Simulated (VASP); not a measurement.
# CaMg (P4/mmm) in VASP: notebook

Runs on CaMg. Level: LDA. Tasks: single point.

All numbers are computed with VASP 6.6.1; they aren't measurements. Logs are shortened: lines on timing, memory, paths and dates and some standing lists are left out, and cuts for length are marked.

### Step 1. The cell of the first run

It takes space group P4/mmm (No. 123, tetragonal). The conventional cell has a = 4.229 Å, b = 4.229 Å, c = 3.862 Å, α = 90.00°, β = 90.00°, γ = 90.00°. Within 4.7 Å of Ca (site symmetry 4/mmm) lie 8 Mg at 3.56 Å and 6 Ca at 3.86 to 4.23 Å. Mg (site symmetry 4/mmm) has 8 Ca at 3.56 Å and 6 Mg at 3.86 to 4.23 Å within 4.7 Å.

### Step 2. Single point, LDA (strain +0.0500 x Voigt [1, 1, 0, 0, 0, 0])

INCAR reads:

```
  ALGO = Fast
  EDIFF = 1E-7
  ENCUT = 520
  ISIF = 2
  ISMEAR = 0
  LASPH = T
  LCHARG = F
  LREAL = F
  LWAVE = F
  NBANDS = 13
  NELM = 100
  PREC = Accurate
  SIGMA = 0.15
```

KPOINTS reads:

```
k-points
0
Gamma
  12 12 12
```

POSCAR reads:

```
CaMg
1.0
    4.2287409990      0.0000000000      0.0000000000
    0.0000000000      4.2287409990      0.0000000000
    0.0000000000      0.0000000000      3.8616243500
Ca Mg
1 1
Direct
    0.0000000000      0.0000000000      0.5000000000
    0.5000000000      0.5000000000      0.0000000000
```

Potentials or basis: VASP PAW LDA potentials, release 64 (Ca_sv, Mg).

The run is started by

```
$ cat potpaw_LDA.64/Ca_sv/POTCAR potpaw_LDA.64/Mg/POTCAR > POTCAR
$ mpirun -np 1 vasp_std > vasp.out
```

OUTCAR:

```text
EDIFF = 1E-7
   ENCUT = 520
   ISIF = 2
   ISMEAR = 0
   LASPH = T
   LREAL = F
   NELM = 100
   PREC = Accurate

 ion  position               nearest neighbor table
   1  0.000  0.000  0.500-
   2  0.500  0.500  0.000-

  LATTYP: Found a simple tetragonal cell.
 ALAT       =     4.2287409990
 C/A-ratio  =     0.9131853549

  Lattice vectors:

 A1 = (   4.2287409990,   0.0000000000,   0.0000000000)
 A2 = (   0.0000000000,   4.2287409990,   0.0000000000)
 A3 = (   0.0000000000,   0.0000000000,   3.8616243500)

Analysis of symmetry for initial positions (statically):
=====================================================================
 Subroutine PRICEL returns:
 Original cell was already a primitive cell.

 Routine SETGRP: Setting up the symmetry group for a
 simple tetragonal supercell.

 Subroutine GETGRP returns: Found 16 space group operations
 (whereof 16 operations were pure point group operations)
 out of a pool of 16 trial point group operations.

The static configuration has the point symmetry D_4h.

Analysis of symmetry for dynamics (positions and initial velocities):
=====================================================================
 Subroutine PRICEL returns:
 Original cell was already a primitive cell.

 Routine SETGRP: Setting up the symmetry group for a
 simple tetragonal supercell.

 Subroutine GETGRP returns: Found 16 space group operations
 (whereof 16 operations were pure point group operations)
 out of a pool of 16 trial point group operations.

The dynamic configuration has the point symmetry D_4h.

 Subroutine INISYM returns: Found 16 space group operations
 (whereof 16 operations are pure point group operations),
 and found     1 'primitive' translations

----------------------------------------------------------------------------------------

                                     Primitive cell

  volume of cell :      69.0545

  direct lattice vectors                    reciprocal lattice vectors
     4.228740999  0.000000000  0.000000000     0.236477003  0.000000000  0.000000000
     0.000000000  4.228740999  0.000000000     0.000000000  0.236477003  0.000000000
     0.000000000  0.000000000  3.861624350     0.000000000  0.000000000  0.258958384

  length of vectors
     4.228740999  4.228740999  3.861624350     0.236477003  0.236477003  0.258958384

  position of ions in fractional coordinates (direct lattice)
     0.000000000  0.000000000  0.500000000
     0.500000000  0.500000000  0.000000000

  ion indices of the primitive-cell ions
   primitive index   ion index
                 1           1
                 2           2

----------------------------------------------------------------------------------------

 KPOINTS: k-points

Automatic generation of k-mesh.
 Grid dimensions read from file:
 generate k-points for:   12   12   12

 Generating k-lattice:

  Cartesian coordinates                     Fractional coordinates (reciprocal lattice)
     0.019706417  0.000000000  0.000000000     0.083333333  0.000000000  0.000000000
     0.000000000  0.019706417  0.000000000     0.000000000  0.083333333  0.000000000
     0.000000000  0.000000000  0.021579865     0.000000000  0.000000000  0.083333333

  Length of vectors
     0.019706417  0.019706417  0.021579865

  Shift w.r.t. Gamma in fractional coordinates (k-lattice)
     0.000000000  0.000000000  0.000000000

 Subroutine IBZKPT returns following result:
 ===========================================

 Found    196 irreducible k-points:

 Following reciprocal coordinates:
            Coordinates               Weight
  0.000000  0.000000  0.000000      1.000000
  0.083333  0.000000  0.000000      4.000000
  0.166667  0.000000  0.000000      4.000000
  0.250000  0.000000  0.000000      4.000000
  0.333333  0.000000  0.000000      4.000000
  0.416667  0.000000  0.000000      4.000000
[... 16 lines left out ...]
  0.333333  0.333333  0.000000      4.000000
  0.416667  0.333333  0.000000      8.000000
 [... further k-points ...]
   k-points           NKPTS =    196   k-points in BZ     NKDIM =    196   number of bands    NBANDS=     13
   number of dos      NEDOS =    301   number of ions     NIONS =      2
   total plane-waves  NPLWV =  30720
   dimension x,y,z NGX =    32 NGY =   32 NGZ =   30
   dimension x,y,z NGXF=    64 NGYF=   64 NGZF=   60
   ions per type =               1   1
   NGX,Y,Z   is equivalent  to a cutoff of  12.58, 12.58, 12.92 a.u.
   NGXF,Y,Z  is equivalent  to a cutoff of  25.16, 25.16, 25.83 a.u.
 SYSTEM =  unknown system
   PREC   = accura    normal or accurate (medium, high low for compatibility)
   ISTART =      0    job   : 0-new  1-cont  2-samecut
   ICHARG =      2    charge: 1-file 2-atom 10-const
   ISPIN  =      1    spin polarized calculation?
   LNONCOLLINEAR =      F non collinear calculations
   LSORBIT =      F    spin-orbit coupling
   LASPH  =      T    aspherical Exc in radial PAW
   ENCUT  =  520.0 eV  38.22 Ry    6.18 a.u.   7.86  7.86  7.18*2*pi/ulx,y,z
   NELM   =    100;   NELMIN=  2; NELMDL= -5     # of ELM steps
   EDIFF  = 0.1E-06   stopping-criterion for ELM
   LREAL  =      F    real-space projection
   EDIFFG = 0.1E-05   stopping-criterion for IOM
   NSW    =      0    number of steps for IOM
   IBRION =     -1    ionic relax: 0-MD 1-quasi-New 2-CG
   NFREE  =      0    steps in history (QN), initial steepest desc. (CG)
   ISIF   =      2    stress and relaxation
   ISYM   =      2    0-nonsym 1-usesym 2-fastsym
   POTIM  = 0.5000    time-step for ionic-motion
   TEBEG  =    0.0;   TEEND  =   0.0 temperature during run
   PSTRESS=    0.0 pullay stress
   NELECT =      12.0000    total number of electrons
   NUPDOWN=      -1.0000    fix difference up-down
   EMIN   =  10.00;   EMAX   =-10.00  energy-range for DOS
   EFERMI =   0.00;   METHOD = LEGACY
   ISMEAR =     0;   SIGMA  =   0.15  broadening in eV -4-tet -1-fermi 0-gaus
   EFERMI_NEDOS =   21; number of points for ismear=-14 and -15
   IALGO  =     68    algorithm
   IMIX   =      4    mixing-type and parameters
     AMIX     =   0.40;   BMIX     =  1.00
     AMIX_MAG =   1.60;   BMIX_MAG =  1.00
  volume/ion in A,a.u.               =      34.53       233.00
  Fermi-wavevector in a.u.,A,eV,Ry     =   0.913562  1.726381 11.355352  0.834595
  Thomas-Fermi vector in A             =   2.038087
   LORBIT       =      0    0 simple, 1 ext, 2 COOP (PROOUT), +10 PAW based schemes
   GGA     = CA    functional components
   LHFCALC =     F    Hartree Fock is set to
   AEXX    =    0.0000 exact exchange contribution
   IVDW    =     0    specifies the selected vdW correction
   LEPSILON=     F    determine dielectric tensor
   LRPA    =     F    only Hartree local field effects (RPA)
 non-spin polarized calculation
 RMM-DIIS sequential band-by-band and
 Gauss-broadening in eV      SIGMA  =   0.15
  energy-cutoff  :      520.00
  volume of cell :       69.05
 maximum number of plane-waves:      1880
 NGX is ok and might be reduce to    32
   NGX = 15   NGY = 15   NGZ = 15

 number of electron      11.9999999 magnetization

 Free energy of the ion-electron system (eV)
  ---------------------------------------------------
  ext. energy  EPLUGINS =         0.00000000
  ---------------------------------------------------
  free energy    TOTEN  =        -4.11290941 eV

  energy without entropy =       -4.09264634  energy(sigma->0) =       -4.10277787

 E-fermi :   1.5950     XC(G=0):  -8.0550

 val. band max:        1.5894352223   @ k =   0.5000   0.3333   0.4167
 cond. band min:       1.6037234560   @ k =   0.5000   0.0000   0.4167
 fundamental gap:      0.0142882337
 Fermi energy:         1.5949998327

 k-point     1 :       0.0000    0.0000    0.0000
  band No.  band energies     occupation
      1     -39.7535      2.00000
      2     -21.0224      2.00000
      3     -21.0224      2.00000
      4     -21.0074      2.00000
      5      -3.2869      2.00000
      6       2.5172      0.00000
      7       2.6022      0.00000
      8       4.7501      0.00000
      9       4.7501      0.00000
     10       4.7998      0.00000
     11       5.1142      0.00000
     12       5.1142      0.00000
     13       6.3380      0.00000

 k-point     2 :       0.0833    0.0000    0.0000
  band No.  band energies     occupation
      1     -39.7534      2.00000
      2     -21.0248      2.00000
      3     -21.0222      2.00000
      4     -21.0073      2.00000
      5      -3.2242      2.00000
      6       2.3771      0.00000
      7       2.6119      0.00000
      8       4.3816      0.00000
      9       4.6433      0.00000
     10       4.9941      0.00000
     11       5.1213      0.00000
     12       5.2159      0.00000
     13       6.5097      0.00000

 k-point     3 :       0.1667    0.0000    0.0000
  band No.  band energies     occupation
      1     -39.7531      2.00000
      2     -21.0313      2.00000
      3     -21.0217      2.00000
      4     -21.0068      2.00000
      5      -3.0376      2.00000
      6       1.8951      0.00466
      7       2.6955      0.00000
      8       4.0444      0.00000
      9       4.5686      0.00000
     10       4.7523      0.00000
     11       5.1409      0.00000
     12       5.6973      0.00000
     13       6.9087      0.00000

 k-point     4 :       0.2500    0.0000    0.0000
  band No.  band energies     occupation
      1     -39.7527      2.00000
      2     -21.0402      2.00000
      3     -21.0209      2.00000
      4     -21.0061      2.00000
      5      -2.7316      2.00000
      6       1.1857      1.99989
      7       2.8246      0.00000
      8       3.7705      0.00000
      9       4.5129      0.00000
     10       4.6993      0.00000
     11       5.1680      0.00000
     12       6.2160      0.00000
     13       7.4170      0.00000

 k-point     5 :       0.3333    0.0000    0.0000
  band No.  band energies     occupation
      1     -39.7522      2.00000
      2     -21.0491      2.00000
      3     -21.0202      2.00000
      4     -21.0054      2.00000
      5      -2.3151      2.00000
      6       0.4059      2.00000
      7       2.9673      0.00000
      8       3.5682      0.00000
      9       4.3238      0.00000
     10       4.9693      0.00000
     11       5.1956      0.00000
     12       6.7642      0.00000
     13       7.5019      0.00000
[... 257 lines left out ...]
 k-point    22 :       0.5000    0.2500    0.0000
  band No.  band energies     occupation
      1     -39.7510      2.00000
      2     -21.0558      2.00000
      3     -21.0365      2.00000
      4     -21.0035      2.00000
      5      -1.0664      2.00000
      6      -0.2376      2.00000
      7       2.2590      0.00000
      8       2.8674      0.00000
      9       4.3273      0.00000
     10       4.8249      0.00000
     11       5.4305      0.00000
     12       5.9748      0.00000
     13       6.6860      0.00000

 k-point    23 :       0.3333    0.3333    0.0000
  band No.  band energies     occupation
      1     -39.7510      2.00000
      2     -21.0464      2.00000
      3     -21.0458      2.00000
      4     -21.0035      2.00000
      5      -1.4674      2.00000
      6       0.9509      2.00000
      7       1.3405      1.98356
      8       2.9945      0.00000
      9       4.4896      0.00000
     10       4.6577      0.00000
     11       5.4253      0.00000
     12       5.5233      0.00000
     13       6.9314      0.00000

 k-point    24 :       0.4167    0.3333    0.0000
  band No.  band energies     occupation
      1     -39.7507      2.00000
      2     -21.0524      2.00000
      3     -21.0454      2.00000
      4     -21.0030      2.00000
      5      -1.0686      2.00000
      6       0.4893      2.00000
      7       1.5356      1.42476
      8       2.6853      0.00000
      9       4.4467      0.00000
     10       4.6494      0.00000
     11       5.4411      0.00000
     12       5.5901      0.00000
     13       6.6380      0.00000

 [... further k-points ...]
[... 5 lines left out ...]
  --------------------------------------------------------------------------------------
  -------------------------------------------------------------------------------------
  Total       -1.8317215     -1.8317215     -1.3492922      0.0000000      0.0000000      0.0000000
  in kB      -42.4989137    -42.4989137    -31.3057693      0.0000000      0.0000000      0.0000000
  external PRESSURE =     -38.7678656 kB  Pullay stress =       0.0000000 kB

 VOLUME and BASIS-vectors are now :
 -----------------------------------------------------------------------------
  energy-cutoff  :      520.00
  volume of cell :       69.05
      direct lattice vectors                 reciprocal lattice vectors
     4.228740999  0.000000000  0.000000000     0.236477003  0.000000000  0.000000000
     0.000000000  4.228740999  0.000000000     0.000000000  0.236477003  0.000000000
     0.000000000  0.000000000  3.861624350     0.000000000  0.000000000  0.258958384

 POSITION                                       TOTAL-FORCE (eV/Angst)
 -----------------------------------------------------------------------------------
      0.00000      0.00000      1.93081         0.000000      0.000000      0.000000
      2.11437      2.11437      0.00000         0.000000      0.000000      0.000000
 -----------------------------------------------------------------------------------
    total drift:                               -0.000000      0.000000      0.000000

  FREE ENERGIE OF THE ION-ELECTRON SYSTEM (eV)
  ---------------------------------------------------
  free  energy   TOTEN  =        -4.1129094071 eV

  energy  without entropy=       -4.0926463387  energy(sigma->0) =       -4.10277787
```

Run time: 64 s. Hardware: 1 thread of Intel Xeon 6975P-C (Granite Rapids), shared host; peak memory 0.31 GiB.

Results:

```
Free energy            : -4.1129 eV
Pressure               : -3.9 GPa
Band gap on the k mesh : zero (band 6 reaches 2.56 eV, above the bottom of band 7 at 1.10 eV)
```

Stress tensor (GPa, compression positive):
```
-4.25  0.00  0.00
 0.00 -4.25  0.00
 0.00  0.00 -3.13
```

Caveat: the cell differs from its parent crystal (strain +0.0500 x Voigt [1, 1, 0, 0, 0, 0]).

### Step 3. Single point, LDA (strain +0.0750 x Voigt [1, 1, 0, 0, 0, 0])

INCAR reads:

```
SYSTEM = CaMg
ALGO = Fast
EDIFF = 1E-6
ENCUT = 520
ISIF = 2
ISMEAR = 0
LASPH = .True.
LCHARG = .False.
LREAL = .False.
LWAVE = .False.
NBANDS = 13
NELM = 60
PREC = Accurate
SIGMA = 0.15
```

KPOINTS reads:

```
k-points
0
Gamma
  12 12 12
  0 0 0
```

POSCAR reads:

```
CaMg
1.0
    4.3294253085      0.0000000000      0.0000000000
    0.0000000000      4.3294253085      0.0000000000
    0.0000000000      0.0000000000      3.8616243500
Ca Mg
1 1
Direct
    0.0000000000      0.0000000000      0.5000000000
    0.5000000000      0.5000000000      0.0000000000
```

Potentials or basis: VASP PAW LDA potentials, release 64 (Ca_sv, Mg).

The run is started by

```
$ cat potpaw_LDA.64/Ca_sv/POTCAR potpaw_LDA.64/Mg/POTCAR > POTCAR
$ mpirun -np 1 vasp_std > vasp.out
```

Run time: 54 s. Hardware: 1 thread of Intel Xeon 6975P-C (Granite Rapids), shared host; peak memory 0.32 GiB.

The run converged. Its results:

```yaml
Free_energy: -4.0183 eV
Pressure: -4.4 GPa
Band_gap_on_the_k_mesh: zero (band 6 reaches 2.38 eV, above the bottom of band 7 at 0.88 eV)
```

Stress tensor (GPa, compression positive):
```
-4.86  0.00  0.00
 0.00 -4.86  0.00
 0.00  0.00 -3.45
```

Levels at points of the mesh, in eV from the Fermi level:
| k point | band 4 | band 5 | band 6 | band 7 | band 8 | band 9 |
| --- | --- | --- | --- | --- | --- | --- |
| (0.00, 0.00, 0.00) | -22.73 | -4.77 | 0.91 | 0.98 | 2.90 | 2.90 |
| (0.50, 0.00, 0.00) | -22.73 | -3.01 | -2.39 | 1.46 | 1.68 | 2.60 |
| (0.50, 0.50, 0.00) | -22.73 | -2.10 | -0.54 | -0.54 | -0.15 | 2.90 |
| (0.00, 0.00, 0.50) | -22.74 | -2.44 | -2.00 | 1.72 | 1.72 | 1.76 |
| (0.50, 0.00, 0.50) | -22.74 | -1.63 | -0.24 | -0.09 | 0.37 | 2.19 |
| (0.50, 0.50, 0.50) | -22.76 | -0.18 | -0.18 | -0.14 | 0.80 | 2.36 |

Caveat: the cell differs from its parent crystal (strain +0.0750 x Voigt [1, 1, 0, 0, 0, 0]).
